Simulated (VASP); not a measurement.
A run of VASP 6.6.1 is set up as follows.

File INCAR:

```
PREC = Accurate ; ENCUT = 500
EDIFF = 1E-6 ; ISMEAR = 0
SIGMA = 0.1 ; LREAL = False
LASPH = True ; NELM = 120
ALGO = Normal ; ISIF = 2
LWAVE = False ; LCHARG = True
GGA = CA ; LELF = True
LVHAR = True ; NBANDS = 25
GGA_COMPAT = False
```

File KPOINTS:

```
Automatic mesh
0
Gamma
  18 18 10
```

File POSCAR:

```
Pt
1.0
    2.7079582014      0.0000000000      0.0000000000
   -1.3539791007      2.3451605948      0.0000000000
    0.0000000000      0.0000000000      4.6781625695
Pt
2
Direct
    0.6666666667      0.3333333333      0.7500000000
    0.3333333333      0.6666666667      0.2500000000
```

Potentials or basis: VASP PAW LDA potentials, release 64 (Pt_sv_GW).

Run with:

```sh
$ cat potpaw_LDA.64/Pt_sv_GW/POTCAR > POTCAR
$ mpirun -np 1 vasp_std > vasp.out
```

(1) Predict the band gap on the k mesh.

(2) Predict the pressure.

Answers

(1) zero (bands 18 and 19 overlap by 1.42 eV).

(2) -2.5 GPa.

Caveat: spin-orbit coupling is left out, which moves the levels of the heavy elements.
